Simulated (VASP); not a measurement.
# Sn3S (Pm-3m) in VASP: a series of runs

Runs on Sn3S. Level: PBE. Tasks: single point, relaxation of cell and atoms.

All numbers are computed with VASP 6.6.1; they aren't measurements. Logs are shortened: lines on timing, memory, paths and dates and some standing lists are left out, and cuts for length are marked.

## (1) The cell of the first run

The structure is cubic, space group Pm-3m (No. 221). Conventional cell: a = 4.579 Å, b = 4.579 Å, c = 4.579 Å, α = 90.00°, β = 90.00°, γ = 90.00°. Sn (site symmetry 4/mmm) has 8 Sn at 3.24 Å and 4 S at 3.24 Å within 4.3 Å. S (site symmetry m-3m) has 12 Sn at 3.24 Å within 4.3 Å.

## (2) Single point, PBE

INCAR reads:

```
PREC = Accurate
ENCUT = 520
EDIFF = 1E-7
ISMEAR = 0
SIGMA = 0.1
LREAL = F
LASPH = T
NELM = 100
ALGO = Normal
ISIF = 2
LWAVE = F
LCHARG = F
GGA = PE
NBANDS = 32
```

KPOINTS reads:

```
regular mesh
0
Gamma
  4 4 4
```

POSCAR reads:

```
Sn3S
1.0
    4.5785248979      0.0000000000      0.0000000000
    0.0000000000      4.5785248979      0.0000000000
    0.0000000000      0.0000000000      4.5785248979
Sn S
3 1
Direct
    0.0000000000      0.5000000000      0.5000000000
    0.5000000000      0.0000000000      0.5000000000
    0.5000000000      0.5000000000      0.0000000000
    0.0000000000      0.0000000000      0.0000000000
```

Potentials or basis: VASP PAW PBE potentials, release 64 (Sn_d, S).

Started as:

```
> cat potpaw_PBE.64/Sn_d/POTCAR potpaw_PBE.64/S/POTCAR > POTCAR
> mpirun -np 1 vasp_std > vasp.out
```

OUTCAR:

```text
PREC = Accurate
   ENCUT = 520
   EDIFF = 1E-7
   ISMEAR = 0
   LREAL = F
   LASPH = T
   NELM = 100
   ISIF = 2
   GGA = PE

 ion  position               nearest neighbor table
   1  0.000  0.500  0.500-   2 3.24   3 3.24   4 3.24   3 3.24   4 3.24   2 3.24   4 3.24   4 3.24
                             2 3.24   3 3.24   3 3.24   2 3.24
   2  0.500  0.000  0.500-   1 3.24   3 3.24   4 3.24   3 3.24   4 3.24   1 3.24   3 3.24   3 3.24
                             1 3.24   4 3.24   4 3.24   1 3.24
   3  0.500  0.500  0.000-   1 3.24   2 3.24   4 3.24   1 3.24   2 3.24   2 3.24   4 3.24   2 3.24
                             1 3.24   4 3.24   1 3.24   4 3.24
   4  0.000  0.000  0.000-   1 3.24   2 3.24   3 3.24   1 3.24   2 3.24   1 3.24   3 3.24   1 3.24
                             2 3.24   3 3.24   2 3.24   3 3.24

  LATTYP: Found a simple cubic cell.
 ALAT       =     4.5785248979

  Lattice vectors:

 A1 = (   4.5785248979,   0.0000000000,   0.0000000000)
 A2 = (   0.0000000000,   4.5785248979,   0.0000000000)
 A3 = (   0.0000000000,   0.0000000000,   4.5785248979)

Analysis of symmetry for initial positions (statically):
=====================================================================
 Subroutine PRICEL returns:
 Original cell was already a primitive cell.

 Routine SETGRP: Setting up the symmetry group for a
 simple cubic supercell.

 Subroutine GETGRP returns: Found 48 space group operations
 (whereof 48 operations were pure point group operations)
 out of a pool of 48 trial point group operations.

The static configuration has the point symmetry O_h .

Analysis of symmetry for dynamics (positions and initial velocities):
=====================================================================
 Subroutine PRICEL returns:
 Original cell was already a primitive cell.

 Routine SETGRP: Setting up the symmetry group for a
 simple cubic supercell.

 Subroutine GETGRP returns: Found 48 space group operations
 (whereof 48 operations were pure point group operations)
 out of a pool of 48 trial point group operations.

The dynamic configuration has the point symmetry O_h .

 Subroutine INISYM returns: Found 48 space group operations
 (whereof 48 operations are pure point group operations),
 and found     1 'primitive' translations

----------------------------------------------------------------------------------------

                                     Primitive cell

  volume of cell :      95.9791

  direct lattice vectors                    reciprocal lattice vectors
     4.578524898  0.000000000  0.000000000     0.218410956  0.000000000  0.000000000
     0.000000000  4.578524898  0.000000000     0.000000000  0.218410956  0.000000000
     0.000000000  0.000000000  4.578524898     0.000000000  0.000000000  0.218410956

  length of vectors
     4.578524898  4.578524898  4.578524898     0.218410956  0.218410956  0.218410956

  position of ions in fractional coordinates (direct lattice)
     0.000000000  0.500000000  0.500000000
     0.500000000  0.000000000  0.500000000
     0.500000000  0.500000000  0.000000000
     0.000000000  0.000000000  0.000000000

  ion indices of the primitive-cell ions
   primitive index   ion index
                 1           1
                 2           2
                 3           3
                 4           4

----------------------------------------------------------------------------------------

 KPOINTS: regular mesh

Automatic generation of k-mesh.
 Grid dimensions read from file:
 generate k-points for:    4    4    4

 Generating k-lattice:

  Cartesian coordinates                     Fractional coordinates (reciprocal lattice)
     0.054602739  0.000000000  0.000000000     0.250000000  0.000000000  0.000000000
     0.000000000  0.054602739  0.000000000     0.000000000  0.250000000  0.000000000
     0.000000000  0.000000000  0.054602739     0.000000000  0.000000000  0.250000000

  Length of vectors
     0.054602739  0.054602739  0.054602739

  Shift w.r.t. Gamma in fractional coordinates (k-lattice)
     0.000000000  0.000000000  0.000000000

 Subroutine IBZKPT returns following result:
 ===========================================

 Found     10 irreducible k-points:

 Following reciprocal coordinates:
            Coordinates               Weight
  0.000000  0.000000  0.000000      1.000000
  0.250000  0.000000  0.000000      6.000000
  0.500000  0.000000  0.000000      3.000000
  0.250000  0.250000  0.000000     12.000000
  0.500000  0.250000  0.000000     12.000000
  0.500000  0.500000  0.000000      3.000000
  0.250000  0.250000  0.250000      8.000000
  0.500000  0.250000  0.250000     12.000000
  0.500000  0.500000  0.250000      6.000000
  0.500000  0.500000  0.500000      1.000000
   k-points           NKPTS =     10   k-points in BZ     NKDIM =     10   number of bands    NBANDS=     32
   number of dos      NEDOS =    301   number of ions     NIONS =      4
   total plane-waves  NPLWV =  46656
   dimension x,y,z NGX =    36 NGY =   36 NGZ =   36
   dimension x,y,z NGXF=    72 NGYF=   72 NGZF=   72
   ions per type =               3   1
   NGX,Y,Z   is equivalent  to a cutoff of  13.07, 13.07, 13.07 a.u.
   NGXF,Y,Z  is equivalent  to a cutoff of  26.14, 26.14, 26.14 a.u.
 SYSTEM =  unknown system
   PREC   = accura    normal or accurate (medium, high low for compatibility)
   ISTART =      0    job   : 0-new  1-cont  2-samecut
   ICHARG =      2    charge: 1-file 2-atom 10-const
   ISPIN  =      1    spin polarized calculation?
   LNONCOLLINEAR =      F non collinear calculations
   LSORBIT =      F    spin-orbit coupling
   LASPH  =      T    aspherical Exc in radial PAW
   ENCUT  =  520.0 eV  38.22 Ry    6.18 a.u.   8.51  8.51  8.51*2*pi/ulx,y,z
   NELM   =    100;   NELMIN=  2; NELMDL= -5     # of ELM steps
   EDIFF  = 0.1E-06   stopping-criterion for ELM
   LREAL  =      F    real-space projection
   EDIFFG = 0.1E-05   stopping-criterion for IOM
   NSW    =      0    number of steps for IOM
   IBRION =     -1    ionic relax: 0-MD 1-quasi-New 2-CG
   NFREE  =      0    steps in history (QN), initial steepest desc. (CG)
   ISIF   =      2    stress and relaxation
   ISYM   =      2    0-nonsym 1-usesym 2-fastsym
   POTIM  = 0.5000    time-step for ionic-motion
   TEBEG  =    0.0;   TEEND  =   0.0 temperature during run
   PSTRESS=    0.0 pullay stress
   NELECT =      48.0000    total number of electrons
   NUPDOWN=      -1.0000    fix difference up-down
   EMIN   =  10.00;   EMAX   =-10.00  energy-range for DOS
   EFERMI =   0.00;   METHOD = LEGACY
   ISMEAR =     0;   SIGMA  =   0.10  broadening in eV -4-tet -1-fermi 0-gaus
   EFERMI_NEDOS =   21; number of points for ismear=-14 and -15
   IALGO  =     38    algorithm
   IMIX   =      4    mixing-type and parameters
     AMIX     =   0.40;   BMIX     =  1.00
     AMIX_MAG =   1.60;   BMIX_MAG =  1.00
  volume/ion in A,a.u.               =      23.99       161.92
  Fermi-wavevector in a.u.,A,eV,Ry     =   1.299460  2.455624 22.974756  1.688597
  Thomas-Fermi vector in A             =   2.430723
   LORBIT       =      0    0 simple, 1 ext, 2 COOP (PROOUT), +10 PAW based schemes
   GGA     = PE    functional components
   LHFCALC =     F    Hartree Fock is set to
   AEXX    =    0.0000 exact exchange contribution
   IVDW    =     0    specifies the selected vdW correction
   LEPSILON=     F    determine dielectric tensor
   LRPA    =     F    only Hartree local field effects (RPA)
 non-spin polarized calculation
 Gauss-broadening in eV      SIGMA  =   0.10
  energy-cutoff  :      520.00
  volume of cell :       95.98
 maximum number of plane-waves:      2612
 NGX is ok and might be reduce to    36
   NGX = 17   NGY = 17   NGZ = 17

 number of electron      48.0000038 magnetization

 Free energy of the ion-electron system (eV)
  ---------------------------------------------------
  ext. energy  EPLUGINS =         0.00000000
  ---------------------------------------------------
  free energy    TOTEN  =       -15.16877005 eV

  energy without entropy =      -15.15346870  energy(sigma->0) =      -15.16111937

 E-fermi :   8.3206     XC(G=0): -10.5324

 val. band max:        8.2187846800   @ k =   0.5000   0.0000   0.0000
 cond. band min:       8.3514844615   @ k =   0.5000   0.5000   0.2500
 fundamental gap:      0.1326997815
 Fermi energy:         8.3206196591

 k-point     1 :       0.0000    0.0000    0.0000
  band No.  band energies     occupation
      1     -13.5637      2.00000
      2     -13.5637      2.00000
      3     -13.5637      2.00000
      4     -13.5122      2.00000
      5     -13.5122      2.00000
      6     -13.5051      2.00000
[... 24 lines left out ...]
     31      14.2131      0.00000
     32      14.2161      0.00000

 k-point     2 :       0.2500    0.0000    0.0000
  band No.  band energies     occupation
      1     -13.5565      2.00000
      2     -13.5215      2.00000
      3     -13.5215      2.00000
      4     -13.5094      2.00000
      5     -13.4879      2.00000
      6     -13.4762      2.00000
[... 24 lines left out ...]
     31      13.9593      0.00000
     32      13.9854      0.00000

 k-point     3 :       0.5000    0.0000    0.0000
  band No.  band energies     occupation
      1     -13.5485      2.00000
      2     -13.5065      2.00000
      3     -13.4508      2.00000
      4     -13.4508      2.00000
      5     -13.4503      2.00000
      6     -13.4314      2.00000
[... 24 lines left out ...]
     31      12.7808      0.00000
     32      15.2299      0.00000

 k-point     4 :       0.2500    0.2500    0.0000
  band No.  band energies     occupation
      1     -13.5255      2.00000
      2     -13.5218      2.00000
      3     -13.5031      2.00000
      4     -13.4969      2.00000
      5     -13.4605      2.00000
      6     -13.4464      2.00000
[... 24 lines left out ...]
     31      14.4865      0.00000
     32      15.1435      0.00000

 k-point     5 :       0.5000    0.2500    0.0000
  band No.  band energies     occupation
      1     -13.5085      2.00000
      2     -13.5034      2.00000
      3     -13.4857      2.00000
      4     -13.4629      2.00000
      5     -13.4355      2.00000
      6     -13.4325      2.00000
[... 24 lines left out ...]
     31      13.1125      0.00000
     32      16.7764      0.00000

 k-point     6 :       0.5000    0.5000    0.0000
  band No.  band energies     occupation
      1     -13.5039      2.00000
      2     -13.5039      2.00000
      3     -13.4706      2.00000
      4     -13.4395      2.00000
      5     -13.4382      2.00000
      6     -13.4351      2.00000
[... 24 lines left out ...]
     31      14.5426      0.00000
     32      15.9530      0.00000

 k-point     7 :       0.2500    0.2500    0.2500
  band No.  band energies     occupation
      1     -13.5186      2.00000
      2     -13.5170      2.00000
      3     -13.5170      2.00000
      4     -13.4632      2.00000
      5     -13.4448      2.00000
      6     -13.4448      2.00000
[... 24 lines left out ...]
     31      14.5664      0.00000
     32      14.6125      0.00000

 k-point     8 :       0.5000    0.2500    0.2500
  band No.  band energies     occupation
      1     -13.5128      2.00000
      2     -13.4918      2.00000
      3     -13.4898      2.00000
      4     -13.4891      2.00000
      5     -13.4607      2.00000
      6     -13.4409      2.00000
[... 24 lines left out ...]
     31      13.6731      0.00000
     32      16.3716      0.00000

 k-point     9 :       0.5000    0.5000    0.2500
  band No.  band energies     occupation
      1     -13.5048      2.00000
      2     -13.5048      2.00000
      3     -13.5027      2.00000
      4     -13.4817      2.00000
      5     -13.4604      2.00000
      6     -13.4535      2.00000
[... 24 lines left out ...]
     31      14.8322      0.00000
     32      16.3586      0.00000

 k-point    10 :       0.5000    0.5000    0.5000
  band No.  band energies     occupation
      1     -13.5219      2.00000
      2     -13.5090      2.00000
      3     -13.5090      2.00000
      4     -13.5090      2.00000
      5     -13.4764      2.00000
      6     -13.4764      2.00000
[... 24 lines left out ...]
     31      15.3867      0.00000
     32      15.7046      0.00000

------------------------ aborting loop because EDIFF is reached ----------------------------------------

  FORCE on cell =-STRESS in cart. coord.  units (eV):
  Direction    XX          YY          ZZ          XY          YZ          ZX
  --------------------------------------------------------------------------------------
  -------------------------------------------------------------------------------------
  Total        2.0377572      2.0377572      2.0377572      0.0000000     -0.0000000      0.0000000
  in kB       34.0162380     34.0162380     34.0162380      0.0000000     -0.0000000      0.0000000
  external PRESSURE =      34.0162380 kB  Pullay stress =       0.0000000 kB

 VOLUME and BASIS-vectors are now :
 -----------------------------------------------------------------------------
  energy-cutoff  :      520.00
  volume of cell :       95.98
      direct lattice vectors                 reciprocal lattice vectors
     4.578524898  0.000000000  0.000000000     0.218410956  0.000000000  0.000000000
     0.000000000  4.578524898  0.000000000     0.000000000  0.218410956  0.000000000
     0.000000000  0.000000000  4.578524898     0.000000000  0.000000000  0.218410956

 POSITION                                       TOTAL-FORCE (eV/Angst)
 -----------------------------------------------------------------------------------
      0.00000      2.28926      2.28926         0.000000      0.000000      0.000000
      2.28926      0.00000      2.28926         0.000000      0.000000      0.000000
      2.28926      2.28926      0.00000         0.000000      0.000000      0.000000
      0.00000      0.00000      0.00000         0.000000      0.000000      0.000000
 -----------------------------------------------------------------------------------
    total drift:                                0.000000      0.000000      0.000000

  FREE ENERGIE OF THE ION-ELECTRON SYSTEM (eV)
  ---------------------------------------------------
  free  energy   TOTEN  =       -15.1687700482 eV

  energy  without entropy=      -15.1534686987  energy(sigma->0) =      -15.16111937
```

Wall time 12 s (1 thread of Intel Xeon 6975P-C (Granite Rapids), shared host); peak memory 0.2 GiB.

Results:

```yaml
Free_energy: -15.1688 eV
Pressure: 3.4 GPa
Band_gap_on_the_k_mesh: zero (bands 24 and 25 overlap by 2.06 eV)
```

Caveat: the cell stands under pressure; spin-orbit coupling is left out, which moves the levels of the heavy elements.

(Continued in part 2 of 4.)
